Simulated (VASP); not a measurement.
A run of VASP 6.6.1:

File INCAR:

```
PREC     = Accurate       # precision mode
ENCUT    = 700            # plane-wave cutoff, eV
EDIFF    = 1E-6           # SCF threshold, eV
ISMEAR   = 0              # smearing method
SIGMA    = 0.1            # smearing width, eV
LREAL    = F              # projectors in reciprocal space
LASPH    = T              # aspherical terms in the spheres
NELM     = 120            # most SCF steps
ALGO     = Normal         # electronic algorithm
ISIF     = 2              # what is computed and relaxed
LWAVE    = F              # write WAVECAR
LCHARG   = T              # write CHGCAR
GGA      = PE             # functional
LELF     = T              # ELF
LVHAR    = T            
NBANDS   = 32             # bands
GGA_COMPAT= F
```

KPOINTS

```
regular mesh
0
Gamma
  4 4 4
```

File POSCAR:

```
AlCd2O
1.0
    2.3685575300     -3.4535621700      0.0000000000
    2.3685575300      3.4535621700      0.0000000000
    0.0000000000      0.0000000000      4.5777688500
Al Cd O
1 2 1
Direct
    0.5000000000      0.5000000000      0.0000000000
    0.6950567500      0.3049432500      0.5000000000
    0.3049432500      0.6950567500      0.5000000000
    0.0000000000      0.0000000000      0.0000000000
```

Potentials or basis: VASP PAW PBE potentials, release 64 (Al, Cd_sv_GW, O).

Run with:

```bash
$ cat potpaw_PBE.64/Al/POTCAR potpaw_PBE.64/Cd_sv_GW/POTCAR potpaw_PBE.64/O/POTCAR > POTCAR
$ mpirun -np 1 vasp_std > vasp.out
```

Hardware: 1 thread of Intel(R) Xeon(R) Platinum 8559C (Emerald Rapids) (shared host).

**Question.** Estimate the wall time of this run.

**Answer.** It took 48 s on 1 thread of Intel(R) Xeon(R) Platinum 8559C (Emerald Rapids), on a shared host, peak memory 0.27 GiB. Counts: scf iterations 15, k points 21.
